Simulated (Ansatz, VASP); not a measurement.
## Two plane-wave programs on Si4N

```
CELL_PARAMETERS angstrom
-1.99085 2.83809 3.63110
1.99085 -2.83809 3.63110
1.99085 2.83809 -3.63110
ATOMIC_POSITIONS crystal
Si 0.56819 0.83723 0.73096
Si 0.89372 0.16277 0.73096
Si 0.10628 0.83723 0.26904
Si 0.43181 0.16277 0.26904
N 0.00000 0.00000 0.00000
```

Change from the starting cell: species swapped into the CrB4 type (Immm, No. 71).

Alike in both runs: functional PBE; k mesh 12 × 12 × 12; occupations gaussian, width 0.1 eV; no spin polarisation.

Ansatz relaxed the structure, and its values are those at the end. VASP's run is a single point on that final structure, the one shown.

|  | VASP | Ansatz |
| --- | --- | --- |
| version | VASP 6.6.1 | Ansatz 0.2.0 |
| potentials or method | VASP PAW PBE potentials, release 64 (Si, N), cutoff 520 eV | scalar-relativistic, plane waves, PAW |
| valence electrons in the cell | 21 | 21 |

|  | VASP | Ansatz | Ansatz less VASP |
| --- | --- | --- | --- |
| gap on the k mesh at the Fermi level (eV) | none | none | - |
| pressure (GPa) | -0.1 | 0.0 | +0.09 |

A gap of «none» marks a metal or a gap that the smearing closes.
